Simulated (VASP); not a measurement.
# In (Fd-3m) in VASP: a series of runs, part 2 of 2

VASP 6.6.1. Earlier steps stand in the parts before.

## 3. Relaxation of cell and atoms, PBE, target pressure 6.2 GPa, at which the enthalpy is minimised

This run uses another cell than the first one, of 28.94 Å³/atom, 0.908 times its volume.

Contents of INCAR:

```
SYSTEM = In
PREC = Accurate
ENCUT = 600
EDIFF = 1E-6
ISMEAR = -1
SIGMA = 0.05
LREAL = .False.
LASPH = .True.
NELM = 60
ALGO = Normal
ISIF = 3
LWAVE = .False.
LCHARG = .False.
GGA = PE
IBRION = 2
NSW = 60
EDIFFG = -0.005
PSTRESS = 62.0
```

Contents of KPOINTS:

```
Automatic mesh
0
Gamma
  11 11 11
  0 0 0
```

Contents of POSCAR:

```
In
1.0
    0.0000000000      3.0702700336      3.0702700336
    3.0702700336      0.0000000000      3.0702700336
    3.0702700336      3.0702700336      0.0000000000
In
2
Direct
   -0.1250000000     -0.1250000000     -0.1250000000
    0.1250000000      0.1250000000      0.1250000000
```

Potentials or basis: VASP PAW PBE potentials, release 64 (In_d).

On the command line:

```sh
$ cat potpaw_PBE.64/In_d/POTCAR > POTCAR
$ mpirun -np 1 vasp_std > vasp.out
```

OUTCAR:

```text
SYSTEM = In
   PREC = Accurate
   ENCUT = 600
   EDIFF = 1E-6
   ISMEAR = -1
   LREAL = .False.
   LASPH = .True.
   NELM = 60
   ISIF = 3
   GGA = PE
   IBRION = 2
   NSW = 60
   EDIFFG = -0.005
   PSTRESS = 62.0

 ion  position               nearest neighbor table
   1  0.875  0.875  0.875-   2 2.66   2 2.66   2 2.66   2 2.66
   2  0.125  0.125  0.125-   1 2.66   1 2.66   1 2.66   1 2.66

  LATTYP: Found a face centered cubic cell.
 ALAT       =     6.1405400672

  Lattice vectors:

 A1 = (   0.0000000000,   3.0702700336,   3.0702700336)
 A2 = (   3.0702700336,   0.0000000000,   3.0702700336)
 A3 = (   3.0702700336,   3.0702700336,   0.0000000000)

Analysis of symmetry for initial positions (statically):
=====================================================================
 Subroutine PRICEL returns:
 Original cell was already a primitive cell.

 Routine SETGRP: Setting up the symmetry group for a
 face centered cubic supercell.

[... 210 lines left out ...]
 val. band max:        4.4926142514   @ k =   0.3636   0.1818   0.0909
 cond. band min:       4.5145050400   @ k =  -0.3636   0.3636   0.0000
 fundamental gap:      0.0218907885
 Fermi energy:         4.5041912239

 k-point     1 :       0.0000    0.0000    0.0000
  band No.  band energies     occupation
      1     -10.2325      2.00000
      2     -10.2325      2.00000
      3     -10.2325      2.00000
      4     -10.1576      2.00000
      5     -10.1576      2.00000
      6      -9.6528      2.00000
[... 622 lines left out ...]
--------------------------------------- Ionic step        6  -------------------------------------------

 number of electron      26.0000010 magnetization

 Free energy of the ion-electron system (eV)
  ---------------------------------------------------
  ext. energy  EPLUGINS =         0.00000000
  ---------------------------------------------------
  free energy    TOTEN  =        -4.24591427 eV

  energy without entropy =       -4.23425678  energy(sigma->0) =       -4.24008553

 E-fermi :   5.0501     XC(G=0):  -9.0540

 val. band max:        5.0492629100   @ k =   0.4545   0.2727   0.0000
 cond. band min:       5.0770230111   @ k =   0.1818   0.1818   0.0000
 fundamental gap:      0.0277601011
 Fermi energy:         5.0500796710

 k-point     1 :       0.0000    0.0000    0.0000
  band No.  band energies     occupation
      1      -9.7864      2.00000
      2      -9.7864      2.00000
      3      -9.7864      2.00000
      4      -9.7034      2.00000
      5      -9.7034      2.00000
      6      -9.1209      2.00000
[... 504 lines left out ...]
  energy  without entropy=       -4.2342567840  energy(sigma->0) =       -4.24008553

  enthalpy is  TOTEN    =        -1.7788055070 eV   P V=        2.4671087634

 reached required accuracy - stopping structural energy minimisation
```

It took 4.5 min on 1 thread of AMD EPYC 7R43 (Zen 3), shared host; peak memory 0.23 GiB.

Results:

```
Free energy                                            : -4.2459 eV
Relaxed volume                                         : 31.88 Å³/atom
Relaxed cell                                           : a = 4.484 Å, b = 4.484 Å, c = 4.484 Å, α = 60.00°, β = 60.00°, γ = 60.00°
Space group after relaxing (to 0.05 Å)                 : Fd-3m (No. 227)
Energy change on relaxing (the enthalpy is what falls) : -166.2 meV/atom
Ionic steps                                            : 6
Pressure after relaxing                                : 6.2 GPa
Band gap on the k mesh                                 : zero (band 13 reaches 7.82 eV, above the bottom of band 14 at 4.02 eV)
```

The path:
```csv
step,energy change (eV),largest force (eV/Å),pressure (GPa),volume (Å³)
1,0.0000,0.0000,12.48,57.88
2,-0.4548,0.0000,3.40,67.91
3,-0.3334,0.0000,6.24,63.78
4,-0.3381,0.0000,5.93,63.90
5,-0.3200,0.0000,6.53,63.44
6,-0.3323,0.0000,6.18,63.75
```

Final structure:
```
In
1.0
     0.00000    3.17073    3.17073
     3.17073    0.00000    3.17073
     3.17073    3.17073    0.00000
In
2
Direct
  0.87500 0.87500 0.87500
  0.12500 0.12500 0.12500
```

Caveat: the cell is relaxed towards a set pressure, so the enthalpy falls and the energy may rise; spin-orbit coupling is left out, which moves the levels of the heavy elements.

## 4. Relaxation of cell and atoms, PBE, target pressure 6.2 GPa, at which the enthalpy is minimised

Contents of INCAR:

```
SYSTEM = In
ALGO = Normal
EDIFF = 1E-7
EDIFFG = -0.005
ENCUT = 600
GGA = PE
IBRION = 2
ISIF = 3
ISMEAR = -1
LASPH = .True.
LCHARG = .False.
LREAL = .False.
LWAVE = .False.
NELM = 100
NSW = 32
PREC = Accurate
PSTRESS = 62.0
SIGMA = 0.05
```

Contents of KPOINTS:

```
k-points
0
Gamma
  11 11 11
  0 0 0
```

Contents of POSCAR:

```
In
1.0
    0.0000000000      3.1711913215      3.1711913215
    3.1711913215      0.0000000000      3.1711913215
    3.1711913215      3.1711913215      0.0000000000
In
2
Direct
   -0.1250000000     -0.1250000000     -0.1250000000
    0.1250000000      0.1250000000      0.1250000000
```

On the command line:

```sh
$ cat potpaw_PBE.64/In_d/POTCAR > POTCAR
$ mpirun -np 1 vasp_std > vasp.out
```

It took 62 s on 1 thread of AMD EPYC 7R43 (Zen 3), shared host; peak memory 0.2 GiB.

The run converged. Its results:

| Property | Result |
| --- | --- |
| Free energy | -4.2482 eV |
| Pressure after relaxing | 6.2 GPa |
| Band gap on the k mesh | zero (band 13 reaches 7.81 eV, above the bottom of band 14 at 4.02 eV) |

Final structure:
```
In
1.0
     0.00000    3.17119    3.17119
     3.17119    0.00000    3.17119
     3.17119    3.17119    0.00000
In
2
Direct
  0.87500 0.87500 0.87500
  0.12500 0.12500 0.12500
```

Levels at points of the mesh, in eV from the Fermi level:
```tsv
k point	band 10	band 11	band 12	band 13	band 14	band 15	band 16	band 17
(0.00, 0.00, 0.00)	-14.08	-8.67	2.76	2.76	2.76	3.50	4.39	4.39
```

Caveat: the relaxation stopped at its first step, so nothing moved; the cell is relaxed towards a set pressure, so the enthalpy falls and the energy may rise; spin-orbit coupling is left out, which moves the levels of the heavy elements.

## 5. Summary

| task | cell | cutoff (eV) | gap on the mesh (eV) | pressure (GPa) |
| --- | --- | --- | --- | --- |
| single point | a = 4.485 Å, angles 60.0°, 2 atoms | 520 | none | 6.2 |
| relaxation of cell and atoms | relaxed to 6.2 GPa from a = 4.342 Å, angles 60.0°, 2 atoms | 600 | none | 6.2 |
| relaxation of cell and atoms | relaxed to 6.2 GPa from a = 4.485 Å, angles 60.0°, 2 atoms | 600 | none | 6.2 |

Alike in all rows: level PBE; potentials or basis VASP PAW PBE potentials, release 64 (In_d); no spin polarisation; k mesh 11 × 11 × 11; smearing fermi-dirac 0.05 eV.

Caveats: spin-orbit coupling is left out, which moves the levels of the heavy elements; the cell is relaxed towards a set pressure, so the enthalpy falls and the energy may rise (some runs); the relaxation stopped at its first step, so nothing moved (some runs).

Total energies depend on the potentials used, so only differences within one code and one set of settings carry meaning.
